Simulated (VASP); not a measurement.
# Al18H in VASP: single point with PBE

Aim: the single point of Al18H with PBE.

All numbers are computed with VASP 6.6.1; they aren't measurements. Logs are shortened: lines on timing, memory, paths and dates and some standing lists are left out, and cuts for length are marked.

## Step 1: The cell of the first run

The cell holds a slab with vacuum, 19 atoms: a = 12.150 Å, b = 5.728 Å, c = 14.864 Å, α = 90.00°, β = 90.00°, γ = 90.00°.

## Step 2: Single point, PBE

Input file INCAR:

```
  ALGO = Normal
  EDIFF = 1E-7
  ENCUT = 520
  GGA = PE
  ISIF = 2
  ISMEAR = 0
  LASPH = True
  LCHARG = True
  LELF = True
  LREAL = Auto
  LVHAR = True
  LWAVE = False
  NBANDS = 42
  NELM = 100
  PREC = Accurate
  SIGMA = 0.05
```

Input file KPOINTS:

```
k-points
0
Gamma
  2 3 1
```

Input file POSCAR:

```
Al18H
1.0
   12.1500000000      0.0000000000      0.0000000000
    0.0000000000      5.7275650000      0.0000000000
    0.0000000000      0.0000000000     14.8637820000
Al H
18 1
Direct
    0.0000000000      0.0000000000      0.0672776283
    0.3333333333      0.0000000000      0.0672776283
    0.6666666667      0.0000000000      0.0672776283
    0.0000000000      0.5000000873      0.0672776283
    0.3333333333      0.5000000873      0.0672776283
    0.6666666667      0.5000000873      0.0672776283
    0.1665734979      0.2500046704      0.1612724810
    0.4981503704      0.2499458321      0.1568391544
    0.8352237860      0.2500044958      0.1563830121
    0.1665849383      0.7500073766      0.1619800398
    0.4969718519      0.7499724578      0.1602143385
    0.8365011523      0.7500298993      0.1595488282
   -0.0036988477      0.0019493450      0.2572010946
    0.3365991770      0.0019881049      0.2571366426
    0.6672090535     -0.0145903189      0.2564012981
   -0.0037256790      0.4979445890      0.2571862262
    0.3366325103      0.4980510915      0.2571430340
    0.6671689712      0.5147866502      0.2563765400
    0.6670795885      1.2501715825      0.3229738569
```

Potentials or basis: VASP PAW PBE potentials, release 64 (Al, H).

Started as:

```sh
cat potpaw_PBE.64/Al/POTCAR potpaw_PBE.64/H/POTCAR > POTCAR
mpirun -np 1 vasp_std > vasp.out
```

OUTCAR:

```text
EDIFF = 1E-7
   ENCUT = 520
   GGA = PE
   ISIF = 2
   ISMEAR = 0
   LASPH = True
   LREAL = Auto
   NELM = 100
   PREC = Accurate

 ion  position               nearest neighbor table
   1  0.000  0.000  0.067-   9 2.80  12 2.81  13 2.82   7 2.85  10 2.85   4 2.86   4 2.86
   2  0.333  0.000  0.067-   8 2.80  11 2.81  14 2.82   7 2.85  10 2.85   5 2.86   5 2.86
   3  0.667  0.000  0.067-  15 2.81   9 2.83   8 2.83  12 2.86   6 2.86   6 2.86  11 2.87
   4  0.000  0.500  0.067-   9 2.80  12 2.81  16 2.82   7 2.85  10 2.85   1 2.86   1 2.86
   5  0.333  0.500  0.067-   8 2.80  11 2.81  17 2.82   7 2.85  10 2.85   2 2.86   2 2.86
   6  0.667  0.500  0.067-  18 2.81   9 2.83   8 2.83  12 2.86   3 2.86   3 2.86  11 2.87
   7  0.167  0.250  0.161-   4 2.85   1 2.85   5 2.85   2 2.85  10 2.86  10 2.86  14 2.88  17 2.88
                            16 2.89  13 2.89
   8  0.498  0.250  0.157-   2 2.80   5 2.80   3 2.83   6 2.83  14 2.84  17 2.84  11 2.86  11 2.86
                            15 2.95  18 2.95
   9  0.835  0.250  0.156-   4 2.80   1 2.80   6 2.83   3 2.83  16 2.84  13 2.85  12 2.86  12 2.86
                            15 2.95  18 2.95
  10  0.167  0.750  0.162-   1 2.85   4 2.85   2 2.85   5 2.85   7 2.86   7 2.86  14 2.89  17 2.89
                            13 2.89  16 2.89
  11  0.497  0.750  0.160-   5 2.81   2 2.81  17 2.82  14 2.82  18 2.85  15 2.85   8 2.86   8 2.86
                             6 2.87   3 2.87
  12  0.837  0.750  0.160-   1 2.81   4 2.81  13 2.82  16 2.82  18 2.85  15 2.85   3 2.86   6 2.86
[... 5 lines left out ...]
  16  0.996  0.498  0.257-  12 2.82   4 2.82  13 2.84   9 2.84   7 2.89  13 2.89  10 2.89
  17  0.337  0.498  0.257-  11 2.82   5 2.82  14 2.84   8 2.84   7 2.88  14 2.89  10 2.89
  18  0.667  0.515  0.256-  19 1.81  15 2.70   6 2.81  12 2.85  11 2.85   9 2.95   8 2.95  15 3.03

  19  0.667  0.250  0.323-  18 1.81  15 1.81

  LATTYP: Found a simple orthorhombic cell.
 ALAT       =     5.7275650000
 B/A-ratio  =     2.1213203167
 C/A-ratio  =     2.5951310897

  Lattice vectors:

 A1 = (   0.0000000000,  -5.7275650000,   0.0000000000)
 A2 = (  12.1500000000,   0.0000000000,   0.0000000000)
 A3 = (   0.0000000000,   0.0000000000,  14.8637820000)

Analysis of symmetry for initial positions (statically):
=====================================================================
 Subroutine PRICEL returns:
 Original cell was already a primitive cell.

 Routine SETGRP: Setting up the symmetry group for a
 simple orthorhombic supercell.

 Subroutine GETGRP returns: Found  1 space group operations
 (whereof  1 operations were pure point group operations)
 out of a pool of  8 trial point group operations.

The static configuration has the point symmetry C_1 .

Analysis of symmetry for dynamics (positions and initial velocities):
=====================================================================
 Subroutine PRICEL returns:
[... 135 lines left out ...]
   EMIN   =  10.00;   EMAX   =-10.00  energy-range for DOS
   EFERMI =   0.00;   METHOD = LEGACY
   ISMEAR =     0;   SIGMA  =   0.05  broadening in eV -4-tet -1-fermi 0-gaus
   EFERMI_NEDOS =   21; number of points for ismear=-14 and -15
   IALGO  =     38    algorithm
   IMIX   =      4    mixing-type and parameters
     AMIX     =   0.40;   BMIX     =  1.00
     AMIX_MAG =   1.60;   BMIX_MAG =  1.00
  volume/ion in A,a.u.               =      54.44       367.38
  Fermi-wavevector in a.u.,A,eV,Ry     =   0.615607  1.163329  5.156234  0.378973
  Thomas-Fermi vector in A             =   1.673038
   LORBIT       =      0    0 simple, 1 ext, 2 COOP (PROOUT), +10 PAW based schemes
   GGA     = PE    functional components
   LHFCALC =     F    Hartree Fock is set to
   AEXX    =    0.0000 exact exchange contribution
   IVDW    =     0    specifies the selected vdW correction
   LEPSILON=     F    determine dielectric tensor
   LRPA    =     F    only Hartree local field effects (RPA)
 non-spin polarized calculation
 Gauss-broadening in eV      SIGMA  =   0.05
  energy-cutoff  :      520.00
  volume of cell :     1034.37
 maximum number of plane-waves:     27867
   NGX = 45   NGY = 21   NGZ = 55

 number of electron      54.9999999 magnetization

 Free energy of the ion-electron system (eV)
  ---------------------------------------------------
  ext. energy  EPLUGINS =         0.00000000
  ---------------------------------------------------
  free energy    TOTEN  =       -62.51557086 eV

  energy without entropy =      -62.50198952  energy(sigma->0) =      -62.50878019

 E-fermi :  -0.5332     XC(G=0):  -4.3236

 val. band max:       -0.5669082773   @ k =   0.0000   0.3333   0.0000
 cond. band min:      -0.4912702041   @ k =   0.5000   0.3333   0.0000
 fundamental gap:      0.0756380731
 Fermi energy:        -0.5332190119

 k-point     1 :       0.0000    0.0000    0.0000
  band No.  band energies     occupation
      1     -10.2237      2.00000
      2      -9.2605      2.00000
      3      -9.2546      2.00000
      4      -7.1925      2.00000
      5      -6.3418      2.00000
      6      -6.1967      2.00000
[... 157 lines left out ...]
     38       1.5880      0.00000
     39       1.7886      0.00000
 [bands above 39 left out]

------------------------ aborting loop because EDIFF is reached ----------------------------------------

  FORCE on cell =-STRESS in cart. coord.  units (eV):
  Direction    XX          YY          ZZ          XY          YZ          ZX
  --------------------------------------------------------------------------------------
  -------------------------------------------------------------------------------------
  Total      -16.5360524     -9.1586988     -0.0895031     -0.0003149     -0.0006292     -0.0159916
  in kB      -25.6133739    -14.1862865     -0.1386350     -0.0004877     -0.0009746     -0.0247700
  external PRESSURE =     -13.3127651 kB  Pullay stress =       0.0000000 kB

 VOLUME and BASIS-vectors are now :
 -----------------------------------------------------------------------------
  energy-cutoff  :      520.00
  volume of cell :     1034.37
      direct lattice vectors                 reciprocal lattice vectors
    12.150000000  0.000000000  0.000000000     0.082304527  0.000000000  0.000000000
     0.000000000  5.727565000  0.000000000     0.000000000  0.174594265  0.000000000
     0.000000000  0.000000000 14.863782000     0.000000000  0.000000000  0.067277628

 POSITION                                       TOTAL-FORCE (eV/Angst)
 -----------------------------------------------------------------------------------
      0.00000      0.00000      1.00000         0.079628     -0.000666     -0.033875
      4.05000      0.00000      1.00000        -0.071554     -0.003527     -0.027661
      8.10000      0.00000      1.00000        -0.005839     -0.189742      0.065228
      0.00000      2.86378      1.00000         0.079478      0.000754     -0.034136
      4.05000      2.86378      1.00000        -0.071343      0.003497     -0.027164
      8.10000      2.86378      1.00000        -0.005731      0.189513      0.065096
[... 11 lines left out ...]
      8.10610      2.94847      3.81073        -0.001364     -0.003720     -0.004479
      8.10502      1.43287      4.80061        -0.002205     -0.000335     -0.003874
 -----------------------------------------------------------------------------------
    total drift:                               -0.000119     -0.000087     -0.000556

  FREE ENERGIE OF THE ION-ELECTRON SYSTEM (eV)
  ---------------------------------------------------
  free  energy   TOTEN  =       -62.5155708607 eV

  energy  without entropy=      -62.5019895188  energy(sigma->0) =      -62.50878019
```

OSZICAR:

```text
N       E                     dE             d eps       ncg     rms          rms(c)
DAV:   1     0.172590230062E+03    0.17259E+03   -0.15345E+04   336   0.891E+02
DAV:   2    -0.509560769312E+02   -0.22355E+03   -0.21406E+03   440   0.144E+02
DAV:   3    -0.655551957974E+02   -0.14599E+02   -0.14245E+02   414   0.363E+01
[... 13 lines left out ...]
DAV:  17    -0.625154030721E+02   -0.47360E-03   -0.29069E-05   408   0.183E-02    0.452E-03
DAV:  18    -0.625155535941E+02   -0.15052E-03   -0.13198E-05   384   0.117E-02    0.125E-03
DAV:  19    -0.625155673048E+02   -0.13711E-04   -0.13974E-06   408   0.532E-03    0.874E-04
DAV:  20    -0.625155707927E+02   -0.34879E-05   -0.64569E-07   336   0.293E-03    0.252E-04
DAV:  21    -0.625155708607E+02   -0.67974E-07   -0.31717E-08   296   0.713E-04
   1 F= -.62515571E+02 E0= -.62508780E+02  d E =-.135813E-01
```

Wall time 8.2 min (1 thread of Intel Xeon Platinum 8259CL at 2.50GHz (Skylake/Cascade Lake), shared host); peak memory 0.89 GiB.

Results:

- Free energy: -62.5156 eV
- Largest force: 0.201 eV/Å
- Band gap on the k mesh: zero (an odd number of electrons rules out a gap without spin polarisation)

Forces on the atoms (eV/Å):
```
Al   0.080 -0.001 -0.034
Al  -0.072 -0.004 -0.028
Al  -0.006 -0.190  0.065
Al   0.079  0.001 -0.034
Al  -0.071  0.003 -0.027
Al  -0.006  0.190  0.065
Al   0.000  0.000  0.004
Al   0.006  0.000  0.006
Al  -0.006  0.000  0.007
Al  -0.002  0.000  0.002
Al   0.005  0.001 -0.002
Al  -0.006  0.000  0.000
Al   0.003  0.003 -0.003
Al  -0.001  0.002 -0.001
Al  -0.002  0.003 -0.005
Al   0.004 -0.001 -0.003
Al  -0.002 -0.003 -0.002
Al  -0.001 -0.004 -0.004
H   -0.002  0.000 -0.004
```

Levels at points of the mesh, in eV from the Fermi level:
```csv
k point,band 25,band 26,band 27,band 28,band 29,band 30
"(0.00, 0.00, 0.00)",-1.25,-1.09,-1.04,-0.99,-0.57,-0.56
"(0.50, 0.00, 0.00)",-1.17,-0.78,-0.10,0.06,0.12,0.37
```

Caveat: the k points lie up to 0.37 Å⁻¹ apart, too coarse for converged energies and pressures of a metal.
